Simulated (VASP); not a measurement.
Input of a VASP 6.6.1 run:

Contents of INCAR:

```
PREC = Accurate ; ENCUT = 520
EDIFF = 1E-6 ; ISMEAR = 0
SIGMA = 0.05 ; LREAL = False
LASPH = True ; NELM = 60
ALGO = Normal ; ISIF = 2
LWAVE = False ; LCHARG = True
LELF = True ; LVHAR = True
NBANDS = 16
```

KPOINTS

```
Automatic mesh
0
Gamma
  10 10 10
```

File POSCAR:

```
CaC2
1.0
   -1.8859411344      1.8859411344      3.2821640236
    1.8859411344     -1.8859411344      3.2821640236
    1.8859411344      1.8859411344     -3.2821640236
Ca C
1 2
Direct
    0.0000000000      0.0000000000      0.0000000000
    0.5978927200      0.5978927200      0.0000000000
    0.4021072800      0.4021072800      0.0000000000
```

Potentials or basis: VASP PAW LDA potentials, release 64 (Ca_sv, C).

Run with:

```console
$ cat potpaw_LDA.64/Ca_sv/POTCAR potpaw_LDA.64/C/POTCAR > POTCAR
$ mpirun -np 1 vasp_std > vasp.out
```

Question: Estimate the band gap on the k mesh.

Answer: 0.80 eV, indirect (least direct gap 1.94 eV).

Question: Predict the pressure.

Answer: -6.2 GPa.

Question: Estimate the largest force.

Answer: 1.954 eV/Å.

Forces in eV/Å, atoms in the order of the input:
```
Ca   0.000  0.000  0.000
C    0.000  0.000 -1.954
C    0.000  0.000  1.954
```

Caveat: the cell differs from its parent crystal (strain -0.025 along x and y, +0.025 along z); forces of over 1 eV/Å act on the atoms, so gaps and moduli don't describe the material at rest. A k mesh can miss the band edges.
